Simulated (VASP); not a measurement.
# TaZn2B3 (P6/mmm) in VASP: notebook

Runs on TaZn2B3. Level: PBE. Tasks: relaxation of cell and atoms, single point.

Everything below comes from runs of VASP 6.6.1. Logs are shortened: lines on timing, memory, paths and dates and some standing lists are left out, and cuts for length are marked.

### 1 The cell of the first run

It takes space group P6/mmm (No. 191, hexagonal). The conventional cell has a = 4.680 Å, b = 4.680 Å, c = 3.844 Å, α = 90.00°, β = 90.00°, γ = 120.00°. Ta (site symmetry 6/mmm) has 6 Zn at 2.70 Å and 12 B at 3.03 Å within 3.6 Å. Within 3.1 Å of Zn (site symmetry -6m2) lie 6 B at 2.35 Å and 3 Zn at 2.70 Å and 3 Ta at 2.70 Å. B (site symmetry mmm) has 4 B at 2.34 Å and 4 Zn at 2.35 Å and 4 Ta at 3.03 Å within 3.1 Å.

The cell was generated, and may not be a known phase.

### 2 Relaxation of cell and atoms, PBE

INCAR

```
SYSTEM = TaZn2B3
PREC = Accurate
ENCUT = 600
EDIFF = 1E-6
ISMEAR = 0
SIGMA = 0.1
LREAL = .False.
LASPH = .True.
NELM = 60
ALGO = Normal
ISIF = 3
LWAVE = .False.
LCHARG = .False.
GGA = PE
IBRION = 2
NSW = 90
EDIFFG = -0.04
```

KPOINTS

```
regular mesh
0
Gamma
  6 6 4
  0 0 0
```

POSCAR

```
TaZn2B3
1.0
    4.6798255700      0.0000000000      0.0000000000
   -2.3399127900      4.0528478300      0.0000000000
    0.0000000000      0.0000000000      3.8435270900
Ta Zn B
1 2 3
Direct
    0.0000000000      0.0000000000      0.0000000000
    0.6666666700      0.3333333300      0.0000000000
    0.3333333300      0.6666666700      0.0000000000
    0.0000000000      0.5000000000      0.5000000000
    0.5000000000      0.5000000000      0.5000000000
    0.5000000000      0.0000000000      0.5000000000
```

Potentials or basis: VASP PAW PBE potentials, release 64 (Ta_pv, Zn, B).

Started as:

```console
$ cat potpaw_PBE.64/Ta_pv/POTCAR potpaw_PBE.64/Zn/POTCAR potpaw_PBE.64/B/POTCAR > POTCAR
$ mpirun -np 1 vasp_std > vasp.out
```

OUTCAR:

```text
SYSTEM = TaZn2B3
   PREC = Accurate
   ENCUT = 600
   EDIFF = 1E-6
   ISMEAR = 0
   LREAL = .False.
   LASPH = .True.
   NELM = 60
   ISIF = 3
   GGA = PE
   IBRION = 2
   NSW = 90
   EDIFFG = -0.04

 ion  position               nearest neighbor table
   1  0.000  0.000  0.000-   2 2.70   3 2.70   2 2.70   3 2.70   2 2.70   3 2.70
   2  0.667  0.333  0.000-   4 2.35   4 2.35   6 2.35   6 2.35   5 2.35   5 2.35   3 2.70   3 2.70
                             1 2.70   1 2.70   1 2.70   3 2.70
   3  0.333  0.667  0.000-   4 2.35   4 2.35   6 2.35   6 2.35   5 2.35   5 2.35   2 2.70   2 2.70
                             1 2.70   1 2.70   1 2.70   2 2.70
   4  0.000  0.500  0.500-   2 2.35   3 2.35   2 2.35   3 2.35
   5  0.500  0.500  0.500-   2 2.35   3 2.35   2 2.35   3 2.35
   6  0.500  0.000  0.500-   2 2.35   3 2.35   2 2.35   3 2.35

  LATTYP: Found a hexagonal cell.
 ALAT       =     4.6798255700
 C/A-ratio  =     0.8212970831

  Lattice vectors:

 A1 = (   4.6798255700,   0.0000000000,   0.0000000000)
 A2 = (  -2.3399127900,   4.0528478300,   0.0000000000)
 A3 = (   0.0000000000,   0.0000000000,   3.8435270900)

Analysis of symmetry for initial positions (statically):
=====================================================================
 Subroutine PRICEL returns:
 Original cell was already a primitive cell.

 Routine SETGRP: Setting up the symmetry group for a
 hexagonal supercell.

 Subroutine GETGRP returns: Found 24 space group operations
 (whereof 24 operations were pure point group operations)
 out of a pool of 24 trial point group operations.

The static configuration has the point symmetry D_6h.

Analysis of symmetry for dynamics (positions and initial velocities):
=====================================================================
 Subroutine PRICEL returns:
 Original cell was already a primitive cell.

 Routine SETGRP: Setting up the symmetry group for a
 hexagonal supercell.

 Subroutine GETGRP returns: Found 24 space group operations
 (whereof 24 operations were pure point group operations)
 out of a pool of 24 trial point group operations.

The dynamic configuration has the point symmetry D_6h.

 Subroutine INISYM returns: Found 24 space group operations
 (whereof 24 operations are pure point group operations),
 and found     1 'primitive' translations

----------------------------------------------------------------------------------------

                                     Primitive cell

  volume of cell :      72.8987
[... 83 lines left out ...]
 SYSTEM =  TaZn2B3
   PREC   = accura    normal or accurate (medium, high low for compatibility)
   ISTART =      0    job   : 0-new  1-cont  2-samecut
   ICHARG =      2    charge: 1-file 2-atom 10-const
   ISPIN  =      1    spin polarized calculation?
   LNONCOLLINEAR =      F non collinear calculations
   LSORBIT =      F    spin-orbit coupling
   LASPH  =      T    aspherical Exc in radial PAW
   ENCUT  =  600.0 eV  44.10 Ry    6.64 a.u.   9.35  9.35  7.68*2*pi/ulx,y,z
   NELM   =     60;   NELMIN=  2; NELMDL= -5     # of ELM steps
   EDIFF  = 0.1E-05   stopping-criterion for ELM
   LREAL  =      F    real-space projection
   EDIFFG = -.4E-01   stopping-criterion for IOM
   NSW    =     90    number of steps for IOM
   IBRION =      2    ionic relax: 0-MD 1-quasi-New 2-CG
   NFREE  =      1    steps in history (QN), initial steepest desc. (CG)
   ISIF   =      3    stress and relaxation
   ISYM   =      2    0-nonsym 1-usesym 2-fastsym
   POTIM  = 0.5000    time-step for ionic-motion
   TEBEG  =    0.0;   TEEND  =   0.0 temperature during run
   PSTRESS=    0.0 pullay stress
   NELECT =      44.0000    total number of electrons
   NUPDOWN=      -1.0000    fix difference up-down
   EMIN   =  10.00;   EMAX   =-10.00  energy-range for DOS
   EFERMI =   0.00;   METHOD = LEGACY
   ISMEAR =     0;   SIGMA  =   0.10  broadening in eV -4-tet -1-fermi 0-gaus
   EFERMI_NEDOS =   21; number of points for ismear=-14 and -15
   IALGO  =     38    algorithm
   IMIX   =      4    mixing-type and parameters
     AMIX     =   0.40;   BMIX     =  1.00
     AMIX_MAG =   1.60;   BMIX_MAG =  1.00
  volume/ion in A,a.u.               =      12.15        81.99
  Fermi-wavevector in a.u.,A,eV,Ry     =   1.383521  2.614476 26.043324  1.914130
  Thomas-Fermi vector in A             =   2.508111
   LORBIT       =      0    0 simple, 1 ext, 2 COOP (PROOUT), +10 PAW based schemes
   GGA     = PE    functional components
   LHFCALC =     F    Hartree Fock is set to
   AEXX    =    0.0000 exact exchange contribution
   IVDW    =     0    specifies the selected vdW correction
   LEPSILON=     F    determine dielectric tensor
   LRPA    =     F    only Hartree local field effects (RPA)
 conjugate gradient relaxation of ions
 non-spin polarized calculation
 Gauss-broadening in eV      SIGMA  =   0.10
  energy-cutoff  :      600.00
  volume of cell :       72.90
 maximum number of plane-waves:      2463
 NGX is ok and might be reduce to    40
   NGX = 19   NGY = 19   NGZ = 15

--------------------------------------- Ionic step        1  -------------------------------------------

 number of electron      44.0000003 magnetization

 Free energy of the ion-electron system (eV)
  ---------------------------------------------------
  ext. energy  EPLUGINS =         0.00000000
  ---------------------------------------------------
  free energy    TOTEN  =       -26.98785966 eV

  energy without entropy =      -26.97535022  energy(sigma->0) =      -26.98160494

------------------------ aborting loop because EDIFF is reached ----------------------------------------

  FORCE on cell =-STRESS in cart. coord.  units (eV):
  Direction    XX          YY          ZZ          XY          YZ          ZX
  --------------------------------------------------------------------------------------
  -------------------------------------------------------------------------------------
  Total       -4.2080898     -4.2080898    -10.9411210      0.0000000      0.0000000      0.0000000
  in kB      -92.4859317    -92.4859317   -240.4653426      0.0000001      0.0000000      0.0000000
  external PRESSURE =    -141.8124020 kB  Pullay stress =       0.0000000 kB
[... 227 lines left out ...]
--------------------------------------- Ionic step        7  -------------------------------------------

 number of electron      44.0000008 magnetization

 Free energy of the ion-electron system (eV)
  ---------------------------------------------------
  ext. energy  EPLUGINS =         0.00000000
  ---------------------------------------------------
  free energy    TOTEN  =       -27.66115293 eV

  energy without entropy =      -27.64330048  energy(sigma->0) =      -27.65222671

 E-fermi :   6.3057     XC(G=0): -12.4175

 val. band max:        6.3015173503   @ k =   0.3333   0.1667   0.0000
 cond. band min:       6.4181706464   @ k =   0.3333   0.1667   0.2500
 fundamental gap:      0.1166532961
 Fermi energy:         6.3057249780

 k-point     1 :       0.0000    0.0000    0.0000
  band No.  band energies     occupation
      1     -29.0985      2.00000
      2     -29.0985      2.00000
      3     -28.9648      2.00000
      4      -7.4660      2.00000
      5      -3.3462      2.00000
      6      -2.7586      2.00000
[... 631 lines left out ...]
  FREE ENERGIE OF THE ION-ELECTRON SYSTEM (eV)
  ---------------------------------------------------
  free  energy   TOTEN  =       -27.6611529340 eV

  energy  without entropy=      -27.6433004781  energy(sigma->0) =      -27.65222671

 reached required accuracy - stopping structural energy minimisation
```

Wall time 7.5 min (1 thread of Intel Xeon Platinum 8259CL at 2.50GHz (Skylake/Cascade Lake), shared host); peak memory 0.25 GiB.

Results:

| Item | Value |
| --- | --- |
| Free energy | -27.6612 eV |
| Relaxed volume | 10.88 Å³/atom |
| Relaxed cell | a = 4.664 Å, b = 4.664 Å, c = 3.466 Å, α = 90.00°, β = 90.00°, γ = 120.00° |
| Space group after relaxing (to 0.1 Å) | P6/mmm (No. 191) |
| Energy gained by relaxing | 112.2 meV/atom |
| Ionic steps | 7 |
| Pressure after relaxing | 0.1 GPa |
| Band gap on the k mesh | zero (bands 22 and 23 overlap by 1.34 eV) |

Stress tensor (GPa, compression positive):
```
 0.11  0.00  0.00
 0.00  0.11  0.00
 0.00  0.00 -0.07
```

The path:
```
step  energy change (eV)  largest force (eV/Å)  pressure (GPa)  volume (Å³)
   1              0.0000                0.0000          -14.18        72.90
   2             -0.5092                0.0000            9.80        62.06
   3             -0.5528                0.0000            3.37        64.13
   4             -0.6663                0.0000            2.43        64.42
   5             -0.6670                0.0000            2.39        64.44
   6             -0.6703                0.0000           -1.51        65.89
   7             -0.6733                0.0000            0.05        65.29
```

Final structure:
```
Ta Zn B
1.0
     4.66410    0.00000    0.00000
    -2.33205    4.03923    0.00000
     0.00000    0.00000    3.46556
Ta Zn B
1 2 3
Direct
  0.00000 0.00000 0.00000
  0.66667 0.33333 0.00000
  0.33333 0.66667 0.00000
  0.00000 0.50000 0.50000
  0.50000 0.50000 0.50000
  0.50000 0.00000 0.50000
```

Levels at points of the mesh, in eV from the Fermi level:
```csv
k point,band 19,band 20,band 21,band 22,band 23,band 24,band 25,band 26
"(0.00, 0.00, 0.00)",-3.53,-3.53,-2.68,0.70,0.70,1.13,1.98,1.98
"(0.50, 0.00, 0.00)",-2.02,-1.74,-0.63,0.17,0.60,0.83,1.74,2.86
"(0.00, 0.00, 0.50)",-4.00,-4.00,-2.14,-2.14,0.65,2.56,3.49,3.49
"(0.50, 0.00, 0.50)",-3.73,-3.52,-1.30,-0.42,0.29,1.02,1.59,2.76
```

Caveat: the k points lie up to 0.45 Å⁻¹ apart in the final cell, too coarse for converged energies and pressures of a metal; spin-orbit coupling is left out, which moves the levels of the heavy elements.

### 3 Relaxation of cell and atoms, PBE

This run uses another cell than the first one, of 10.86 Å³/atom.

INCAR, as its differences from that of step 2:

```diff
@@ -3,3 +3,3 @@
 ENCUT = 600
-EDIFF = 1E-6
+EDIFF = 1E-7
 ISMEAR = 0
```

KPOINTS

```
regular mesh
0
Gamma
  6 6 6
  0 0 0
```

POSCAR

```
TaZn2B3
1.0
    4.6631755782      0.0000000000      0.0000000000
   -2.3315877891      4.0384285130      0.0000000000
    0.0000000000      0.0000000000      3.4593054955
Ta Zn B
1 2 3
Direct
    0.0000000000      0.0000000000      0.0000000000
    0.6666666667      0.3333333333      0.0000000000
    0.3333333333      0.6666666667      0.0000000000
    0.0000000000      0.5000000000      0.5000000000
    0.5000000000      0.5000000000      0.5000000000
    0.5000000000      0.0000000000      0.5000000000
```

Potentials or basis: VASP PAW PBE potentials, release 64 (Ta_pv, Zn, B).

Started as:

```console
$ cat potpaw_PBE.64/Ta_pv/POTCAR potpaw_PBE.64/Zn/POTCAR potpaw_PBE.64/B/POTCAR > POTCAR
$ mpirun -np 1 vasp_std > vasp.out
```

Run time: 95 s. Hardware: 1 thread of Intel Xeon Platinum 8259CL at 2.50GHz (Skylake/Cascade Lake), shared host; peak memory 0.24 GiB.

The run converged. Its results:

```
Free energy             : -27.7010 eV
Pressure after relaxing : 0.1 GPa
Band gap on the k mesh  : zero (bands 22 and 23 overlap by 1.32 eV)
```

Stress tensor (GPa, compression positive):
```
 0.32  0.00  0.00
 0.00  0.32  0.00
 0.00  0.00 -0.49
```

Final structure:
```cif
data_structure
_symmetry_space_group_name_H-M 'P 1'
_symmetry_Int_Tables_number 1
_cell_length_a 4.6632
_cell_length_b 4.6632
_cell_length_c 3.4593
_cell_angle_alpha 90.000
_cell_angle_beta 90.000
_cell_angle_gamma 120.000
_cell_volume 65.15
loop_
_atom_site_label
_atom_site_type_symbol
_atom_site_fract_x
_atom_site_fract_y
_atom_site_fract_z
_atom_site_occupancy
Ta1 Ta 0.00000 0.00000 0.00000 1
Zn1 Zn 0.66667 0.33333 0.00000 1
Zn2 Zn 0.33333 0.66667 0.00000 1
B1 B 0.00000 0.50000 0.50000 1
B2 B 0.50000 0.50000 0.50000 1
B3 B 0.50000 0.00000 0.50000 1
```

Levels at points of the mesh, in eV from the Fermi level:
```
           k point  band 20  band 21  band 22  band 23  band 24  band 25
(0.00, 0.00, 0.00)    -3.66    -2.82     0.61     0.61     1.04     1.92
(0.50, 0.00, 0.00)    -1.86    -0.73     0.08     0.53     0.71     1.62
(0.00, 0.00, 0.50)    -4.13    -2.25    -2.25     0.56     2.46     3.40
(0.50, 0.00, 0.50)    -3.62    -1.37    -0.48     0.18     0.90     1.46
```

Caveat: spin-orbit coupling is left out, which moves the levels of the heavy elements.

### 4 Single point, PBE

This run uses another cell than the first one, of 10.84 Å³/atom.

INCAR

```
SYSTEM = TaZn2B3
  PREC = Accurate
  ENCUT = 520
  EDIFF = 1E-6
  ISMEAR = 0
  SIGMA = 0.1
  LREAL = .FALSE.
  LASPH = .TRUE.
  NELM = 80
  ALGO = Normal
  ISIF = 2
  LWAVE = .FALSE.
  LCHARG = .FALSE.
  GGA = PE
  NBANDS = 31
```

KPOINTS

```
Automatic mesh
0
G
  12 12 12
  0 0 0
```

POSCAR, as its differences from that of step 3:

```diff
@@ -2,5 +2,5 @@
 1.0
-    4.6631755782      0.0000000000      0.0000000000
-   -2.3315877891      4.0384285130      0.0000000000
-    0.0000000000      0.0000000000      3.4593054955
+    4.6683110940      0.0000000000      0.0000000000
+   -2.3341555470      4.0428760002      0.0000000000
+    0.0000000000      0.0000000000      3.4462100957
 Ta Zn B
```

Started as:

```console
$ cat potpaw_PBE.64/Ta_pv/POTCAR potpaw_PBE.64/Zn/POTCAR potpaw_PBE.64/B/POTCAR > POTCAR
$ mpirun -np 1 vasp_std > vasp.out
```

Run time: 6 min. Hardware: 1 thread of Intel Xeon Platinum 8259CL at 2.50GHz (Skylake/Cascade Lake), shared host; peak memory 0.37 GiB.

Results (log left out):

* Free energy: -27.7099 eV
* Pressure: 0.4 GPa
* Band gap on the k mesh: zero (bands 22 and 23 overlap by 1.43 eV)

Stress tensor (GPa, compression positive):
```
0.35 0.00 0.00
0.00 0.35 0.00
0.00 0.00 0.64
```

Levels at points of the mesh, in eV from the Fermi level:
```tsv
k point	band 19	band 20	band 21	band 22	band 23	band 24	band 25	band 26
(0.00, 0.00, 0.00)	-3.70	-3.70	-2.80	0.64	0.64	1.07	1.92	1.92
(0.50, 0.00, 0.00)	-2.17	-1.86	-0.72	0.10	0.52	0.65	1.57	2.64
(0.00, 0.00, 0.50)	-4.15	-4.15	-2.27	-2.27	0.51	2.53	3.36	3.36
(0.50, 0.00, 0.50)	-3.86	-3.68	-1.40	-0.50	0.16	0.88	1.43	2.73
```

Caveat: spin-orbit coupling is left out, which moves the levels of the heavy elements.

### 5 Relaxation of cell and atoms, PBE

This run uses another cell than the first one, of 10.85 Å³/atom.

INCAR

```
SYSTEM = TaZn2B3
PREC = Accurate
ENCUT = 600
EDIFF = 1E-6
ISMEAR = 0
SIGMA = 0.1
LREAL = .False.
LASPH = .True.
NELM = 60
ALGO = Normal
ISIF = 3
LWAVE = .False.
LCHARG = .False.
GGA = PE
IBRION = 2
NSW = 100
EDIFFG = -0.01
```

KPOINTS

```
Automatic mesh
0
Gamma
  12 12 12
  0 0 0
```

POSCAR, as its differences from that of step 4:

```diff
@@ -2,5 +2,5 @@
 1.0
-    4.6683110940      0.0000000000      0.0000000000
-   -2.3341555470      4.0428760002      0.0000000000
-    0.0000000000      0.0000000000      3.4462100957
+    4.6667893245      0.0000000000      0.0000000000
+   -2.3333946622      4.0415581091      0.0000000000
+    0.0000000000      0.0000000000      3.4515033629
 Ta Zn B
```

Started as:

```console
$ cat potpaw_PBE.64/Ta_pv/POTCAR potpaw_PBE.64/Zn/POTCAR potpaw_PBE.64/B/POTCAR > POTCAR
$ mpirun -np 1 vasp_std > vasp.out
```

It took 3.7 min on 1 thread of Intel Xeon 6975P-C (Granite Rapids), shared host; peak memory 0.42 GiB.

Results (log left out):

```
Free energy                           : -27.7119 eV
Relaxed volume                        : 10.87 Å³/atom
Relaxed cell                          : a = 4.670 Å, b = 4.670 Å, c = 3.452 Å, α = 90.00°, β = 90.00°, γ = 120.00°
Space group after relaxing (to 0.1 Å) : P6/mmm (No. 191)
Energy gained by relaxing             : 0.0 meV/atom
Ionic steps                           : 3
Pressure after relaxing               : 0.0 GPa
Band gap on the k mesh                : zero (bands 22 and 23 overlap by 1.42 eV)
```

Stress tensor (GPa, compression positive):
```
 0.01  0.00  0.00
 0.00  0.01  0.00
 0.00  0.00 -0.09
```

Final structure:
```
CELL_PARAMETERS angstrom
4.67023 0.00000 0.00000
-2.33511 4.04454 0.00000
0.00000 0.00000 3.45226
ATOMIC_POSITIONS crystal
Ta 0.00000 0.00000 0.00000
Zn 0.66667 0.33333 0.00000
Zn 0.33333 0.66667 0.00000
B 0.00000 0.50000 0.50000
B 0.50000 0.50000 0.50000
B 0.50000 0.00000 0.50000
```

Levels at points of the mesh, in eV from the Fermi level:
| k point | band 18 | band 19 | band 20 | band 21 | band 22 | band 23 | band 24 | band 25 | band 26 |
| --- | --- | --- | --- | --- | --- | --- | --- | --- | --- |
| (0.00, 0.00, 0.00) | -3.96 | -3.68 | -3.68 | -2.79 | 0.63 | 0.63 | 1.05 | 1.91 | 1.91 |
| (0.50, 0.00, 0.00) | -3.33 | -2.16 | -1.85 | -0.73 | 0.09 | 0.51 | 0.66 | 1.58 | 2.63 |
| (0.00, 0.00, 0.50) | -4.64 | -4.13 | -4.13 | -2.28 | -2.28 | 0.51 | 2.51 | 3.36 | 3.36 |
| (0.50, 0.00, 0.50) | -4.51 | -3.85 | -3.66 | -1.40 | -0.50 | 0.17 | 0.87 | 1.44 | 2.84 |

Caveat: spin-orbit coupling is left out, which moves the levels of the heavy elements.

### 6 Overview

| task | cell | k mesh | cutoff (eV) | gap on the mesh (eV) | pressure (GPa) | relaxed volume (Å³/atom) |
| --- | --- | --- | --- | --- | --- | --- |
| relaxation of cell and atoms | relaxed from a = 4.680, b = 4.680, c = 3.844 Å, angles 90.0, 90.0, 120.0°, 6 atoms | 6 × 6 × 4 | 600 | none | 0.1 | 10.88 |
| relaxation of cell and atoms | relaxed from a = 4.663, b = 4.663, c = 3.459 Å, angles 90.0, 90.0, 120.0°, 6 atoms | 6 × 6 × 6 | 600 | none | 0.1 | 10.86 |
| single point | a = 4.668, b = 4.668, c = 3.446 Å, angles 90.0, 90.0, 120.0°, 6 atoms | 12 × 12 × 12 | 520 | none | 0.4 | - |
| relaxation of cell and atoms | relaxed from a = 4.667, b = 4.667, c = 3.452 Å, angles 90.0, 90.0, 120.0°, 6 atoms | 12 × 12 × 12 | 600 | none | 0.0 | 10.87 |

Alike in all rows: level PBE; potentials or basis VASP PAW PBE potentials, release 64 (Ta_pv, Zn, B); no spin polarisation; smearing gaussian 0.1 eV.

Caveats: some runs use coarse meshes; spin-orbit coupling is left out, which moves the levels of the heavy elements.

Total energies depend on the potentials used, so only differences within one code and one set of settings carry meaning.

The gap in the log of VASP goes by the Fermi energy; the results here count the filled bands.